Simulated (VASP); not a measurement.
# Se (R-3m) in VASP: relaxation of cell and atoms with PBEsol

Aim: the relaxation of cell and atoms of Se with PBEsol.

Program: VASP 6.6.1. These are calculated values, not measurements. Logs are shortened: lines on timing, memory, paths and dates and some standing lists are left out, and cuts for length are marked.

### 1 The cell of the first run

The structure is trigonal, space group R-3m (No. 166). The conventional cell has a = 3.850 Å, b = 3.850 Å, c = 2.645 Å, α = 90.00°, β = 90.00°, γ = 120.00°. Within 3.2 Å of Se (site symmetry -3m) lie 14 Se at 2.39 to 2.84 Å.

### 2 Relaxation of cell and atoms, PBEsol

Contents of INCAR:

```
PREC = Accurate
ENCUT = 600
EDIFF = 1E-6
ISMEAR = -1
SIGMA = 0.05
LREAL = False
LASPH = True
NELM = 80
ALGO = Normal
ISIF = 3
LWAVE = False
LCHARG = False
GGA = PS
IBRION = 2
NSW = 100
EDIFFG = -0.002
```

Contents of KPOINTS:

```
regular mesh
0
Gamma
  18 18 18
```

Contents of POSCAR:

```
Se
1.0
    1.9250000000      1.1113992682      0.8816666667
   -1.9250000000      1.1113992682      0.8816666667
    0.0000000000     -2.2227985364      0.8816666667
Se
1
Direct
    0.0000000000      0.0000000000      0.0000000000
```

Potentials or basis: VASP PAW PBE potentials, release 64 (Se).

Command:

```
$ cat potpaw_PBE.64/Se/POTCAR > POTCAR
$ mpirun -np 1 vasp_std > vasp.out
```

OUTCAR:

```text
PREC = Accurate
   ENCUT = 600
   EDIFF = 1E-6
   ISMEAR = -1
   LREAL = False
   LASPH = True
   NELM = 80
   ISIF = 3
   GGA = PS
   IBRION = 2
   NSW = 100
   EDIFFG = -0.002

 ion  position               nearest neighbor table
   1  0.000  0.000  0.000-

  LATTYP: Found a trigonal (rhomboedric) cell.
 ALAT       =     2.3912694211
 COS(alpha) =    -0.2960878603

  Lattice vectors:

 A1 = (   1.9250000000,   1.1113992682,   0.8816666667)
 A2 = (  -1.9250000000,   1.1113992682,   0.8816666667)
 A3 = (   0.0000000000,  -2.2227985364,   0.8816666667)

Analysis of symmetry for initial positions (statically):
=====================================================================
 Subroutine PRICEL returns:
 Original cell was already a primitive cell.

 Routine SETGRP: Setting up the symmetry group for a
 trigonal (rhombohedral) supercell.

 Subroutine GETGRP returns: Found 12 space group operations
 (whereof 12 operations were pure point group operations)
 out of a pool of 12 trial point group operations.

The static configuration has the point symmetry D_3d.

Analysis of symmetry for dynamics (positions and initial velocities):
=====================================================================
 Subroutine PRICEL returns:
 Original cell was already a primitive cell.

 Routine SETGRP: Setting up the symmetry group for a
 trigonal (rhombohedral) supercell.

 Subroutine GETGRP returns: Found 12 space group operations
 (whereof 12 operations were pure point group operations)
 out of a pool of 12 trial point group operations.

The dynamic configuration has the point symmetry D_3d.

 Subroutine INISYM returns: Found 12 space group operations
 (whereof 12 operations are pure point group operations),
 and found     1 'primitive' translations

----------------------------------------------------------------------------------------

                                     Primitive cell

  volume of cell :      11.3177

  direct lattice vectors                    reciprocal lattice vectors
     1.925000000  1.111399268  0.881666667     0.259740260  0.149961109  0.378071834
    -1.925000000  1.111399268  0.881666667    -0.259740260  0.149961109  0.378071834
     0.000000000 -2.222798536  0.881666667     0.000000000 -0.299922218  0.378071834

  length of vectors
     2.391269421  2.391269421  2.391269421     0.482588487  0.482588487  0.482588487

  position of ions in fractional coordinates (direct lattice)
     0.000000000  0.000000000  0.000000000

  ion indices of the primitive-cell ions
   primitive index   ion index
                 1           1

----------------------------------------------------------------------------------------

 KPOINTS: regular mesh

Automatic generation of k-mesh.
 Grid dimensions read from file:
 generate k-points for:   18   18   18

 Generating k-lattice:

  Cartesian coordinates                     Fractional coordinates (reciprocal lattice)
     0.014430014  0.008331173  0.021003991     0.055555556  0.000000000  0.000000000
    -0.014430014  0.008331173  0.021003991     0.000000000  0.055555556  0.000000000
     0.000000000 -0.016662345  0.021003991     0.000000000  0.000000000  0.055555556

  Length of vectors
     0.026810472  0.026810472  0.026810472

  Shift w.r.t. Gamma in fractional coordinates (k-lattice)
     0.000000000  0.000000000  0.000000000

 Subroutine IBZKPT returns following result:
 ===========================================

 Found    580 irreducible k-points:

 Following reciprocal coordinates:
            Coordinates               Weight
  0.000000  0.000000  0.000000      1.000000
  0.055556 -0.000000  0.000000      6.000000
  0.111111 -0.000000  0.000000      6.000000
  0.166667 -0.000000 -0.000000      6.000000
  0.222222 -0.000000 -0.000000      6.000000
  0.277778 -0.000000 -0.000000      6.000000
[... 16 lines left out ...]
 -0.277778  0.055556  0.000000     12.000000
 -0.222222  0.055556  0.000000     12.000000
 [... further k-points ...]
   k-points           NKPTS =    580   k-points in BZ     NKDIM =    580   number of bands    NBANDS=      7
   number of dos      NEDOS =    301   number of ions     NIONS =      1
   total plane-waves  NPLWV =   8000
   dimension x,y,z NGX =    20 NGY =   20 NGZ =   20
   dimension x,y,z NGXF=    40 NGYF=   40 NGZF=   40
   ions per type =               1
   NGX,Y,Z   is equivalent  to a cutoff of  13.90, 13.90, 13.90 a.u.
   NGXF,Y,Z  is equivalent  to a cutoff of  27.81, 27.81, 27.81 a.u.
 SYSTEM =  unknown system
   PREC   = accura    normal or accurate (medium, high low for compatibility)
   ISTART =      0    job   : 0-new  1-cont  2-samecut
   ICHARG =      2    charge: 1-file 2-atom 10-const
   ISPIN  =      1    spin polarized calculation?
   LNONCOLLINEAR =      F non collinear calculations
   LSORBIT =      F    spin-orbit coupling
   LASPH  =      T    aspherical Exc in radial PAW
   ENCUT  =  600.0 eV  44.10 Ry    6.64 a.u.   4.78  4.78  4.78*2*pi/ulx,y,z
   NELM   =     80;   NELMIN=  2; NELMDL= -5     # of ELM steps
   EDIFF  = 0.1E-05   stopping-criterion for ELM
   LREAL  =      F    real-space projection
   EDIFFG = -.2E-02   stopping-criterion for IOM
   NSW    =    100    number of steps for IOM
   IBRION =      2    ionic relax: 0-MD 1-quasi-New 2-CG
   NFREE  =      1    steps in history (QN), initial steepest desc. (CG)
   ISIF   =      3    stress and relaxation
   ISYM   =      2    0-nonsym 1-usesym 2-fastsym
   POTIM  = 0.5000    time-step for ionic-motion
   TEBEG  =    0.0;   TEEND  =   0.0 temperature during run
   PSTRESS=    0.0 pullay stress
   NELECT =       6.0000    total number of electrons
   NUPDOWN=      -1.0000    fix difference up-down
   EMIN   =  10.00;   EMAX   =-10.00  energy-range for DOS
   EFERMI =   0.00;   METHOD = LEGACY
   ISMEAR =    -1;   SIGMA  =   0.05  broadening in eV -4-tet -1-fermi 0-gaus
   EFERMI_NEDOS =   21; number of points for ismear=-14 and -15
   IALGO  =     38    algorithm
   IMIX   =      4    mixing-type and parameters
     AMIX     =   0.40;   BMIX     =  1.00
     AMIX_MAG =   1.60;   BMIX_MAG =  1.00
  volume/ion in A,a.u.               =      11.32        76.38
  Fermi-wavevector in a.u.,A,eV,Ry     =   1.324971  2.503832 23.885687  1.755548
  Thomas-Fermi vector in A             =   2.454466
   LORBIT       =      0    0 simple, 1 ext, 2 COOP (PROOUT), +10 PAW based schemes
   GGA     = PS    functional components
   LHFCALC =     F    Hartree Fock is set to
   AEXX    =    0.0000 exact exchange contribution
   IVDW    =     0    specifies the selected vdW correction
   LEPSILON=     F    determine dielectric tensor
   LRPA    =     F    only Hartree local field effects (RPA)
 conjugate gradient relaxation of ions
 non-spin polarized calculation
  energy-cutoff  :      600.00
  volume of cell :       11.32
 maximum number of plane-waves:       394
   NGX =  9   NGY =  9   NGZ =  9

--------------------------------------- Ionic step        1  -------------------------------------------

 number of electron       6.0000000 magnetization

 Free energy of the ion-electron system (eV)
  ---------------------------------------------------
  ext. energy  EPLUGINS =         0.00000000
  ---------------------------------------------------
  free energy    TOTEN  =        -1.07264108 eV

  energy without entropy =       -1.06891183  energy(sigma->0) =       -1.07077645

 E-fermi :  14.7946     XC(G=0): -13.5052

 val. band max:       14.7917482154   @ k =  -0.1667   0.3333   0.0556
 cond. band min:      14.8058065351   @ k =  -0.1667   0.3333   0.1111
 fundamental gap:      0.0140583198
 Fermi energy:        14.7945761643

 k-point     1 :       0.0000    0.0000    0.0000
  band No.  band energies     occupation
      1      -8.9283      2.00000
      2      20.2673      0.00000
      3      22.5215      0.00000
      4      22.5215      0.00000
      5      27.1653      0.00000
      6      27.1653      0.00000
      7      29.5968      0.00000
[... 820 lines left out ...]
 k-point    24 :      -0.2222    0.0556    0.0000
  band No.  band energies     occupation
      1     -10.4927      2.00000
      2       2.2269      2.00000
      3       6.9736      0.00000
      4       7.4824      0.00000
      5      13.9336      0.00000
      6      14.5156      0.00000
      7      18.8429      0.00000

 [... further k-points ...]

[... ionic steps 4 to 27 ...]

--------------------------------------- Ionic step       28  -------------------------------------------

 number of electron       6.0000001 magnetization

------------------------ aborting loop because EDIFF is reached ----------------------------------------

  FORCE on cell =-STRESS in cart. coord.  units (eV):
  Direction    XX          YY          ZZ          XY          YZ          ZX
  --------------------------------------------------------------------------------------
  -------------------------------------------------------------------------------------
  Total        0.0039027      0.0039027      0.0021340     -0.0000000      0.0000000      0.0000000
  in kB        0.2897845      0.2897845      0.1584578     -0.0000000      0.0000000      0.0000000
  external PRESSURE =       0.2460089 kB  Pullay stress =       0.0000000 kB
[... 55 lines left out ...]
  energy  without entropy=       -3.7420061087  energy(sigma->0) =       -3.74436832

--------------------------------------- Ionic step       30  -------------------------------------------

 number of electron       6.0000001 magnetization

 Free energy of the ion-electron system (eV)
  ---------------------------------------------------
  ext. energy  EPLUGINS =         0.00000000
  ---------------------------------------------------
  free energy    TOTEN  =        -3.74673072 eV

  energy without entropy =       -3.74200553  energy(sigma->0) =       -3.74436813

 E-fermi :   5.1561     XC(G=0): -10.2876

 val. band max:        5.1498504819   @ k =  -0.3333   0.1667   0.1667
 cond. band min:       5.1580288677   @ k =   0.4444   0.1667   0.0556
 fundamental gap:      0.0081783858
 Fermi energy:         5.1560720943

 k-point     1 :       0.0000    0.0000    0.0000
  band No.  band energies     occupation
      1     -11.3254      2.00000
      2       6.4530      0.00000
      3       6.6860      0.00000
      4       6.6860      0.00000
      5      12.8136      0.00000
      6      12.8136      0.00000
      7      13.0524      0.00000
[... 258 lines left out ...]
  FREE ENERGIE OF THE ION-ELECTRON SYSTEM (eV)
  ---------------------------------------------------
  free  energy   TOTEN  =        -3.7467307249 eV

  energy  without entropy=       -3.7420055280  energy(sigma->0) =       -3.74436813

 reached required accuracy - stopping structural energy minimisation
```

Run time: 8.5 min. Hardware: 1 thread of Intel Xeon Platinum 8259CL at 2.50GHz (Skylake/Cascade Lake), shared host; peak memory 0.17 GiB.

What came out:

| Item | Value |
| --- | --- |
| Free energy | -3.7467 eV |
| Relaxed volume | 21.59 Å³/atom |
| Relaxed cell | a = 2.786 Å, b = 2.786 Å, c = 2.786 Å, α = 91.67°, β = 91.67°, γ = 91.67° |
| Space group after relaxing (to 0.1 Å) | R-3m (No. 166) |
| Energy gained by relaxing | 2674.1 meV/atom |
| Ionic steps | 30 |
| Pressure after relaxing | 0.0 GPa |
| Band gap on the k mesh | zero (bands 3 and 4 overlap by 6.07 eV) |

The path:
| step | energy change (eV) | largest force (eV/Å) | pressure (GPa) | volume (Å³) |
| --- | --- | --- | --- | --- |
| 1 | 0.0000 | 0.0000 | 152.92 | 11.32 |
| 2 | -0.9432 | 0.0000 | -10.49 | 39.83 |
| 3 | -2.3496 | 0.0000 | -4.58 | 20.60 |
| 4 | -2.3630 | 0.0000 | -2.55 | 20.02 |
| 5 | -2.3683 | 0.0000 | 0.25 | 19.34 |
| 6 | -2.3680 | 0.0000 | -0.61 | 19.53 |
| 7 | -2.4110 | 0.0000 | -0.51 | 19.61 |
| 8 | -2.5639 | 0.0000 | 1.36 | 19.68 |
| 9 | -2.5924 | 0.0000 | 11.78 | 19.12 |
| 10 | -2.6043 | 0.0000 | 10.76 | 19.30 |
| 11 | -2.6338 | 0.0000 | 8.05 | 19.85 |
| 12 | -2.6663 | 0.0000 | 2.89 | 20.91 |
| 13 | -2.6682 | 0.0000 | 0.79 | 21.34 |
| 14 | -2.6685 | 0.0000 | 1.30 | 21.24 |
| 15 | -2.6685 | 0.0000 | 1.08 | 21.28 |
| 16 | -2.6690 | 0.0000 | 1.15 | 21.28 |
| 17 | -2.6704 | 0.0000 | 1.30 | 21.26 |
| 18 | -2.6718 | 0.0000 | 1.52 | 21.22 |
| 19 | -2.6702 | 0.0000 | 1.74 | 21.09 |
| 20 | -2.6720 | 0.0000 | 1.65 | 21.18 |
| 21 | -2.6739 | 0.0000 | 0.28 | 21.50 |
| 22 | -2.6739 | 0.0000 | 0.15 | 21.53 |
| 23 | -2.6739 | 0.0000 | 0.13 | 21.54 |
| 24 | -2.6740 | 0.0000 | 0.08 | 21.55 |
| 25 | -2.6741 | 0.0000 | -0.02 | 21.59 |
| 26 | -2.6741 | 0.0000 | 0.05 | 21.57 |
| 27 | -2.6741 | 0.0000 | 0.03 | 21.58 |
| 28 | -2.6741 | 0.0000 | 0.02 | 21.58 |
| 29 | -2.6741 | 0.0000 | 0.02 | 21.58 |
| 30 | -2.6741 | 0.0000 | -0.01 | 21.59 |

Final structure:
```
Se
1.0
     1.99828    1.15371    1.56059
    -1.99828    1.15371    1.56059
     0.00000   -2.30741    1.56059
Se
1
Direct
  0.00000 0.00000 0.00000
```

Caveat: the volume moved by over 15 % at a fixed basis, so the end points are rough; the PAW data sets were made with another functional, which shifts forces and pressure a little.
